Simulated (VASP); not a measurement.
# CdSe in VASP: a series of runs

Aim: see how the results for CdSe move with the level of theory and the settings. Levels: PBE exchange alone, PBE+D4, PBE, LDA. Tasks: single point.

All numbers are computed with VASP 6.6.1; they aren't measurements. Logs are shortened: lines on timing, memory, paths and dates and some standing lists are left out, and cuts for length are marked.

## 1. The cell of the first run

The typed cell holds 2 atoms: a = 4.256 Å, b = 4.299 Å, c = 4.317 Å, α = 61.84°, β = 61.47°, γ = 61.56°.

## 2. Single point, PBE exchange alone (the cell strained at random)

INCAR reads:

```
PREC = Accurate
ENCUT = 520
EDIFF = 1E-7
ISMEAR = -1
SIGMA = 0.15
LREAL = F
LASPH = T
NELM = 100
ALGO = Normal
ISIF = 2
LWAVE = F
LCHARG = F
GGA = PE
ALDAC = 0.0
AGGAC = 0.0
NBANDS = 16
```

KPOINTS reads:

```
regular mesh
0
Gamma
  6 6 6
```

POSCAR reads:

```
CdSe
1.0
   -0.0514530000      3.0147610000      3.0043180000
    3.0427970000     -0.0822670000      3.0351320000
    3.0506510000      3.0534290000     -0.0901210000
Cd Se
1 1
Direct
    0.0004676461     -0.0043429186     -0.0054939909
    0.2495323539      0.2543429186      0.2554939909
```

Potentials or basis: VASP PAW PBE potentials, release 64 (Cd, Se).

Run with:

```sh
> cat potpaw_PBE.64/Cd/POTCAR potpaw_PBE.64/Se/POTCAR > POTCAR
> mpirun -np 1 vasp_std > vasp.out
```

OUTCAR:

```text
PREC = Accurate
   ENCUT = 520
   EDIFF = 1E-7
   ISMEAR = -1
   LREAL = F
   LASPH = T
   NELM = 100
   ISIF = 2
   GGA = PE

 ion  position               nearest neighbor table
   1  0.000  0.996  0.995-   2 2.66   2 2.66   2 2.66   2 2.66
   2  0.250  0.254  0.255-   1 2.66   1 2.66   1 2.66   1 2.66

  LATTYP: Found a triclinic cell.
 ALAT       =     7.4894017240
 B/A-ratio  =     0.5845598489
 C/A-ratio  =     0.5764382399
 COS(alpha) =     0.0010505075
 COS(beta)  =     0.2720896816
 COS(gamma) =     0.8713493063

  Lattice vectors:

 A1 = (   3.1457030000,  -6.1117890000,  -2.9735040000)
 A2 = (   3.0942500000,  -3.0970280000,   0.0308140000)
 A3 = (  -3.0506510000,  -3.0534290000,   0.0901210000)

Analysis of symmetry for initial positions (statically):
=====================================================================
 Subroutine PRICEL returns:
 Original cell was already a primitive cell.

 Routine SETGRP: Setting up the symmetry group for a
 triclinic supercell.

 Subroutine GETGRP returns: Found  1 space group operations
 (whereof  1 operations were pure point group operations)
 out of a pool of  2 trial point group operations.

The static configuration has the point symmetry C_1 .

Analysis of symmetry for dynamics (positions and initial velocities):
=====================================================================
 Subroutine PRICEL returns:
 Original cell was already a primitive cell.

 Routine SETGRP: Setting up the symmetry group for a
 triclinic supercell.

 Subroutine GETGRP returns: Found  1 space group operations
 (whereof  1 operations were pure point group operations)
 out of a pool of  2 trial point group operations.

The dynamic configuration has the point symmetry C_1 .

 Subroutine INISYM returns: Found  1 space group operations
 (whereof  1 operations are pure point group operations),
 and found     1 'primitive' translations

----------------------------------------------------------------------------------------

                                     Primitive cell

  volume of cell :      57.8842

  direct lattice vectors                    reciprocal lattice vectors
    -0.051453000  3.014761000  3.004318000    -0.159977014  0.164696820  0.164845118
     3.042797000 -0.082267000  3.035132000     0.163173375 -0.158255347  0.161600006
     3.050651000  3.053429000 -0.090121000     0.162347396  0.160625729 -0.158403645

  length of vectors
     4.256448983  4.298535530  4.317177547     0.282651022  0.278899386  0.277937073

  position of ions in fractional coordinates (direct lattice)
     0.000467646  0.995657081  0.994506009
     0.249532354  0.254342919  0.255493991

  ion indices of the primitive-cell ions
   primitive index   ion index
                 1           1
                 2           2

----------------------------------------------------------------------------------------

 KPOINTS: regular mesh

Automatic generation of k-mesh.
 Grid dimensions read from file:
 generate k-points for:    6    6    6

 Generating k-lattice:

  Cartesian coordinates                     Fractional coordinates (reciprocal lattice)
    -0.026662836  0.027449470  0.027474186     0.166666667 -0.000000000  0.000000000
     0.027195563 -0.026375891  0.026933334    -0.000000000  0.166666667 -0.000000000
     0.027057899  0.026770955 -0.026400608     0.000000000  0.000000000  0.166666667

  Length of vectors
     0.047108504  0.046483231  0.046322846

  Shift w.r.t. Gamma in fractional coordinates (k-lattice)
     0.000000000  0.000000000  0.000000000

 Subroutine IBZKPT returns following result:
 ===========================================

 Found    112 irreducible k-points:

 Following reciprocal coordinates:
            Coordinates               Weight
  0.000000  0.000000  0.000000      1.000000
  0.166667 -0.000000  0.000000      2.000000
  0.333333  0.000000  0.000000      2.000000
  0.500000  0.000000  0.000000      1.000000
  0.000000  0.166667 -0.000000      2.000000
  0.166667  0.166667  0.000000      2.000000
[... 16 lines left out ...]
  0.333333 -0.000000  0.166667      2.000000
  0.500000 -0.000000  0.166667      2.000000
 [... further k-points ...]
   k-points           NKPTS =    112   k-points in BZ     NKDIM =    112   number of bands    NBANDS=     16
   number of dos      NEDOS =    301   number of ions     NIONS =      2
   total plane-waves  NPLWV =  32768
   dimension x,y,z NGX =    32 NGY =   32 NGZ =   32
   dimension x,y,z NGXF=    64 NGYF=   64 NGZF=   64
   ions per type =               1   1
   NGX,Y,Z   is equivalent  to a cutoff of  12.50, 12.38, 12.32 a.u.
   NGXF,Y,Z  is equivalent  to a cutoff of  25.00, 24.75, 24.65 a.u.
 SYSTEM =  unknown system
   PREC   = accura    normal or accurate (medium, high low for compatibility)
   ISTART =      0    job   : 0-new  1-cont  2-samecut
   ICHARG =      2    charge: 1-file 2-atom 10-const
   ISPIN  =      1    spin polarized calculation?
   LNONCOLLINEAR =      F non collinear calculations
   LSORBIT =      F    spin-orbit coupling
   LASPH  =      T    aspherical Exc in radial PAW
   ENCUT  =  520.0 eV  38.22 Ry    6.18 a.u.   7.91  7.99  8.03*2*pi/ulx,y,z
   NELM   =    100;   NELMIN=  2; NELMDL= -5     # of ELM steps
   EDIFF  = 0.1E-06   stopping-criterion for ELM
   LREAL  =      F    real-space projection
   EDIFFG = 0.1E-05   stopping-criterion for IOM
   NSW    =      0    number of steps for IOM
   IBRION =     -1    ionic relax: 0-MD 1-quasi-New 2-CG
   NFREE  =      0    steps in history (QN), initial steepest desc. (CG)
   ISIF   =      2    stress and relaxation
   ISYM   =      2    0-nonsym 1-usesym 2-fastsym
   POTIM  = 0.5000    time-step for ionic-motion
   TEBEG  =    0.0;   TEEND  =   0.0 temperature during run
   PSTRESS=    0.0 pullay stress
   NELECT =      18.0000    total number of electrons
   NUPDOWN=      -1.0000    fix difference up-down
   EMIN   =  10.00;   EMAX   =-10.00  energy-range for DOS
   EFERMI =   0.00;   METHOD = LEGACY
   ISMEAR =    -1;   SIGMA  =   0.15  broadening in eV -4-tet -1-fermi 0-gaus
   EFERMI_NEDOS =   21; number of points for ismear=-14 and -15
   IALGO  =     38    algorithm
   IMIX   =      4    mixing-type and parameters
     AMIX     =   0.40;   BMIX     =  1.00
     AMIX_MAG =   1.60;   BMIX_MAG =  1.00
  volume/ion in A,a.u.               =      28.94       195.31
  Fermi-wavevector in a.u.,A,eV,Ry     =   1.109121  2.095935 16.737198  1.230149
  Thomas-Fermi vector in A             =   2.245657
   LORBIT       =      0    0 simple, 1 ext, 2 COOP (PROOUT), +10 PAW based schemes
   GGA     = PE    functional components
   LHFCALC =     F    Hartree Fock is set to
   AEXX    =    0.0000 exact exchange contribution
   IVDW    =     0    specifies the selected vdW correction
   LEPSILON=     F    determine dielectric tensor
   LRPA    =     F    only Hartree local field effects (RPA)
 non-spin polarized calculation
  energy-cutoff  :      520.00
  volume of cell :       57.88
 maximum number of plane-waves:      1572
   NGX = 15   NGY = 15   NGZ = 17

 number of electron      18.0000001 magnetization

 Free energy of the ion-electron system (eV)
  ---------------------------------------------------
  ext. energy  EPLUGINS =         0.00000000
  ---------------------------------------------------
  free energy    TOTEN  =        -3.33245570 eV

  energy without entropy =       -3.32803169  energy(sigma->0) =       -3.33024370

 E-fermi :   2.6398     XC(G=0):  -7.2793

 val. band max:        2.2614640602   @ k =   0.0000   0.0000   0.0000
 cond. band min:       2.6624527245   @ k =   0.0000   0.0000   0.0000
 fundamental gap:      0.4009886643
 Fermi energy:         2.6397946718

 k-point     1 :       0.0000    0.0000    0.0000
  band No.  band energies     occupation
      1     -10.2869      2.00000
      2      -5.6257      2.00000
      3      -5.6182      2.00000
      4      -5.5963      2.00000
      5      -5.2723      2.00000
      6      -5.2709      2.00000
[... 8 lines left out ...]
     15      13.2063      0.00000
     16      13.2652      0.00000

 k-point     2 :       0.1667   -0.0000    0.0000
  band No.  band energies     occupation
      1     -10.1999      2.00000
      2      -5.5966      2.00000
      3      -5.5815      2.00000
      4      -5.5257      2.00000
      5      -5.2737      2.00000
      6      -5.2708      2.00000
[... 8 lines left out ...]
     15      12.3950      0.00000
     16      12.7122      0.00000

 k-point     3 :       0.3333    0.0000    0.0000
  band No.  band energies     occupation
      1     -10.0228      2.00000
      2      -5.5469      2.00000
      3      -5.5398      2.00000
      4      -5.2680      2.00000
      5      -5.2653      2.00000
      6      -5.2413      2.00000
[... 8 lines left out ...]
     15      12.4431      0.00000
     16      13.0068      0.00000

 k-point     4 :       0.5000    0.0000    0.0000
  band No.  band energies     occupation
      1      -9.9332      2.00000
      2      -5.5285      2.00000
      3      -5.5260      2.00000
      4      -5.2575      2.00000
      5      -5.2410      2.00000
      6      -5.0013      2.00000
[... 8 lines left out ...]
     15      13.8765      0.00000
     16      14.3065      0.00000
[... 324 lines left out ...]
 k-point    22 :       0.1667   -0.0000    0.1667
  band No.  band energies     occupation
      1     -10.1717      2.00000
      2      -5.5694      2.00000
      3      -5.5606      2.00000
      4      -5.5304      2.00000
      5      -5.2873      2.00000
      6      -5.2579      2.00000
[... 8 lines left out ...]
     15      13.4797      0.00000
     16      13.7971      0.00000

 k-point    23 :       0.3333   -0.0000    0.1667
  band No.  band energies     occupation
      1     -10.0234      2.00000
      2      -5.5341      2.00000
      3      -5.5053      2.00000
      4      -5.3740      2.00000
      5      -5.2518      2.00000
      6      -5.2354      2.00000
[... 8 lines left out ...]
     15      13.7105      0.00000
     16      13.8722      0.00000

 k-point    24 :       0.5000   -0.0000    0.1667
  band No.  band energies     occupation
      1      -9.9065      2.00000
      2      -5.5107      2.00000
      3      -5.4861      2.00000
      4      -5.2965      2.00000
      5      -5.2409      2.00000
      6      -4.9842      2.00000
[... 8 lines left out ...]
     15      13.8405      0.00000
     16      14.3528      0.00000

 [... further k-points ...]

------------------------ aborting loop because EDIFF is reached ----------------------------------------

  FORCE on cell =-STRESS in cart. coord.  units (eV):
  Direction    XX          YY          ZZ          XY          YZ          ZX
  --------------------------------------------------------------------------------------
  -------------------------------------------------------------------------------------
  Total        3.2662989      3.2686895      3.2801079      0.0697634      0.2190712      0.1016722
  in kB       90.4078740     90.4740438     90.7900923      1.9309801      6.0636718      2.8141833
  external PRESSURE =      90.5573367 kB  Pullay stress =       0.0000000 kB

 VOLUME and BASIS-vectors are now :
 -----------------------------------------------------------------------------
  energy-cutoff  :      520.00
  volume of cell :       57.88
      direct lattice vectors                 reciprocal lattice vectors
    -0.051453000  3.014761000  3.004318000    -0.159977014  0.164696820  0.164845118
     3.042797000 -0.082267000  3.035132000     0.163173375 -0.158255347  0.161600006
     3.050651000  3.053429000 -0.090121000     0.162347396  0.160625729 -0.158403645

 POSITION                                       TOTAL-FORCE (eV/Angst)
 -----------------------------------------------------------------------------------
      6.06345      2.95615      2.93373        -0.002245     -0.000640     -0.000064
      1.54050      1.51149      1.49861         0.002245      0.000640      0.000064
 -----------------------------------------------------------------------------------
    total drift:                                0.000028      0.000051      0.000201

  FREE ENERGIE OF THE ION-ELECTRON SYSTEM (eV)
  ---------------------------------------------------
  free  energy   TOTEN  =        -3.3324557031 eV

  energy  without entropy=       -3.3280316882  energy(sigma->0) =       -3.33024370
```

It took 94 s on 1 thread of Intel Xeon 8259CL, shared host; peak memory 0.25 GiB.

What came out:

```
Free energy            : -3.3325 eV
Pressure               : 9.1 GPa
Band gap on the k mesh : 0.40 eV
```

Forces in eV/Å, atoms in the order of the input:
```
Cd  -0.002 -0.001  0.000
Se   0.002  0.001  0.000
```

Stress tensor (GPa, compression positive):
```
9.04 0.19 0.28
0.19 9.05 0.61
0.28 0.61 9.08
```

Caveat: the cell differs from its parent crystal (the cell strained at random); the cell stands under pressure.

## 3. Single point, PBE+D4, collinear spin (30.10 Å³/atom)

This run uses another cell than the first one, of 30.10 Å³/atom.

INCAR reads:

```
SYSTEM = CdSe
ALGO = Normal
EDIFF = 1E-7
ENCUT = 520
GGA = PE
ISIF = 2
ISMEAR = -1
ISPIN = 2
IVDW = 13
LASPH = .TRUE.
LCHARG = .FALSE.
LORBIT = 11
LREAL = .FALSE.
LWAVE = .FALSE.
MAGMOM = 1 0
NBANDS = 20
NELM = 150
NUPDOWN = 1.0
PREC = Accurate
SIGMA = 0.05
```

KPOINTS reads:

```
k-points
0
G
  8 8 8
  0 0 0
```

POSCAR reads:

```
CdSe
1.0
    0.0000000000      3.1106741371      3.1106741371
    3.1106741371      0.0000000000      3.1106741371
    3.1106741371      3.1106741371      0.0000000000
Cd Se
1 1
Direct
    0.0000000000      0.0000000000      0.0000000000
    0.2500000000      0.2500000000      0.2500000000
```

Potentials or basis: VASP PAW PBE potentials, release 64 (Cd, Se).

Run with:

```sh
> cat potpaw_PBE.64/Cd/POTCAR potpaw_PBE.64/Se/POTCAR > POTCAR
> mpirun -np 1 vasp_std > vasp.out
```

Run time: 84 s. Hardware: 1 thread of Intel Xeon 8259CL, shared host; peak memory 0.27 GiB.

It converged, with:

```yaml
Free_energy: -4.4895 eV
Pressure: 2.1 GPa
Net_moment: 1.00 μB per cell
Site_moments: Cd +0.17; Se +0.41 μB
Valence_electrons_inside_the_program's_atomic_spheres: Cd 10.30; Se 3.78
Dispersion_energy_per_atom: -0.300 eV
```

Caveat: the total moment is fixed, so each spin has its own Fermi level.

## 4. Single point, PBE+D4, collinear spin (30.68 Å³/atom)

This run uses another cell than the first one, of 30.68 Å³/atom.

INCAR reads:

```
ALGO = Normal ; EDIFF = 1E-7
ENCUT = 520 ; GGA = PE
ISIF = 2 ; ISMEAR = -1
ISPIN = 2 ; IVDW = 13
LASPH = T ; LCHARG = F
LORBIT = 11 ; LREAL = F
LWAVE = F ; MAGMOM = 1 0
NBANDS = 20 ; NELM = 150
NUPDOWN = 1.0 ; PREC = Accurate
SIGMA = 0.05
```

KPOINTS reads:

```
k-points
0
Gamma
  8 8 8
```

POSCAR reads:

```
CdSe
1.0
    0.0000000000      3.1304878824      3.1304878824
    3.1304878824      0.0000000000      3.1304878824
    3.1304878824      3.1304878824      0.0000000000
Cd Se
1 1
Direct
    0.0000000000      0.0000000000      0.0000000000
    0.2500000000      0.2500000000      0.2500000000
```

Run with:

```sh
> cat potpaw_PBE.64/Cd/POTCAR potpaw_PBE.64/Se/POTCAR > POTCAR
> mpirun -np 1 vasp_std > vasp.out
```

Wall time 87 s (1 thread of Intel Xeon 8259CL, shared host); peak memory 0.27 GiB.

The run converged. Its results:

```
Free energy                                           : -4.5026 eV
Pressure                                              : 1.5 GPa
Net moment                                            : 1.00 μB per cell
Site moments                                          : Cd +0.17; Se +0.41 μB
Valence electrons inside the program's atomic spheres : Cd 10.29; Se 3.77
Dispersion energy per atom                            : -0.293 eV
```

Caveat: the total moment is fixed, so each spin has its own Fermi level.

## 5. Single point, PBE

This run uses another cell than the first one, of the same volume but with other edges.

INCAR reads:

```
SYSTEM = CdSe
ALGO = Normal
EDIFF = 1E-6
ENCUT = 520
GGA = PE
ISIF = 2
ISMEAR = -1
LASPH = .True.
LCHARG = .False.
LREAL = .False.
LWAVE = .False.
NBANDS = 16
NELM = 80
PREC = Accurate
SIGMA = 0.03
```

KPOINTS reads:

```
k-points
0
Gamma
  4 4 4
  0 0 0
```

POSCAR reads:

```
CdSe
1.0
    0.0000000000      3.0702711986      3.0702711986
    3.0702711986      0.0000000000      3.0702711986
    3.0702711986      3.0702711986      0.0000000000
Cd Se
1 1
Direct
    0.0000000000      0.0000000000      0.0000000000
    0.2500000000      0.2500000000      0.2500000000
```

Run with:

```sh
> cat potpaw_PBE.64/Cd/POTCAR potpaw_PBE.64/Se/POTCAR > POTCAR
> mpirun -np 1 vasp_std > vasp.out
```

It took 11 s on 1 thread of Intel Xeon 8259CL, shared host; peak memory 0.17 GiB.

It converged, with:

```
Free energy            : -5.4434 eV
Pressure               : 1.8 GPa
Band gap on the k mesh : 0.53 eV
```

Levels at points of the mesh, in eV from the valence-band top:
| k point | band 6 | band 7 | band 8 | band 9 | band 10 | band 11 | band 12 | band 13 |
| --- | --- | --- | --- | --- | --- | --- | --- | --- |
| (0.00, 0.00, 0.00) | -7.53 | 0.00 | 0.00 | 0.00 | 0.53 | 5.91 | 5.91 | 5.91 |
| (0.50, 0.00, 0.00) | -7.25 | -4.24 | -0.71 | -0.71 | 2.34 | 6.42 | 6.42 | 7.33 |
| (0.50, 0.50, 0.00) | -7.19 | -3.97 | -1.76 | -1.76 | 3.17 | 3.71 | 8.98 | 10.03 |

Caveat: the k points lie up to 0.44 Å⁻¹ apart.

## 6. Single point, LDA

This run uses another cell than the first one, of 27.12 Å³/atom.

INCAR reads:

```
SYSTEM = CdSe
PREC = Accurate
ENCUT = 520
EDIFF = 1E-6
ISMEAR = -1
SIGMA = 0.05
LREAL = .FALSE.
LASPH = .TRUE.
NELM = 60
ALGO = Normal
ISIF = 2
LWAVE = .FALSE.
LCHARG = .TRUE.
GGA = CA
LELF = .TRUE.
LVHAR = .TRUE.
NBANDS = 16
```

KPOINTS reads:

```
regular mesh
0
G
  8 8 8
  0 0 0
```

POSCAR reads:

```
CdSe
1.0
    0.0000000000      3.0042950367      3.0042950367
    3.0042950367      0.0000000000      3.0042950367
    3.0042950367      3.0042950367      0.0000000000
Cd Se
1 1
Direct
    0.0000000000      0.0000000000      0.0000000000
    0.2500000000      0.2500000000      0.2500000000
```

Potentials or basis: VASP PAW LDA potentials, release 64 (Cd, Se).

Run with:

```sh
> cat potpaw_LDA.64/Cd/POTCAR potpaw_LDA.64/Se/POTCAR > POTCAR
> mpirun -np 1 vasp_std > vasp.out
```

Run time: 16 s. Hardware: 1 thread of Intel Xeon 8259CL, shared host; peak memory 0.16 GiB.

Results (log left out):

* Free energy: -6.7616 eV
* Pressure: 0.5 GPa
* Band gap on the k mesh: 0.44 eV

Levels at points of the mesh, in eV from the valence-band top:
```tsv
k point	band 5	band 6	band 7	band 8	band 9	band 10	band 11	band 12	band 13	band 14
(0.00, 0.00, 0.00)	-7.67	-7.67	0.00	0.00	0.00	0.44	5.79	5.79	5.79	9.65
(0.50, 0.00, 0.00)	-7.64	-7.35	-4.70	-0.82	-0.82	2.24	6.32	6.32	7.29	9.90
(0.50, 0.50, 0.00)	-7.60	-7.28	-4.33	-2.02	-2.02	2.87	3.64	9.06	10.24	10.24
```

## 7. The runs side by side

```csv
level,potentials or basis,spin,fixed moment (μB),cell,k mesh,smearing,gap on the mesh (eV),pressure (GPa),moment (μB)
PBE exchange alone,"VASP PAW PBE potentials, release 64 (Cd, Se)",off,-,"a = 4.256, b = 4.299, c = 4.317 Å, angles 61.8, 61.5, 61.6°, 2 atoms, atomic positions A",6 × 6 × 6,fermi-dirac 0.15 eV,0.40,9.1,-
PBE+D4,"VASP PAW PBE potentials, release 64 (Cd, Se)",collinear,1.0,"a = 4.399 Å, angles 60.0°, 2 atoms, atomic positions B",8 × 8 × 8,fermi-dirac 0.05 eV,-,2.1,1.00
PBE+D4,"VASP PAW PBE potentials, release 64 (Cd, Se)",collinear,1.0,"a = 4.427 Å, angles 60.0°, 2 atoms, atomic positions B",8 × 8 × 8,fermi-dirac 0.05 eV,-,1.5,1.00
PBE,"VASP PAW PBE potentials, release 64 (Cd, Se)",off,-,"a = 4.342 Å, angles 60.0°, 2 atoms, atomic positions B",4 × 4 × 4,fermi-dirac 0.03 eV,0.53,1.8,-
LDA,"VASP PAW LDA potentials, release 64 (Cd, Se)",off,-,"a = 4.249 Å, angles 60.0°, 2 atoms, atomic positions B",8 × 8 × 8,fermi-dirac 0.05 eV,0.44,0.5,-
```

Alike in all rows: task single point; cutoff (eV) 520.

Caveats: some runs use coarse meshes; the total moment is fixed, so each spin has its own Fermi level (at least some runs); the cell stands under pressure (at least some runs).

Absolute energies hang on the potentials; compare differences alone.
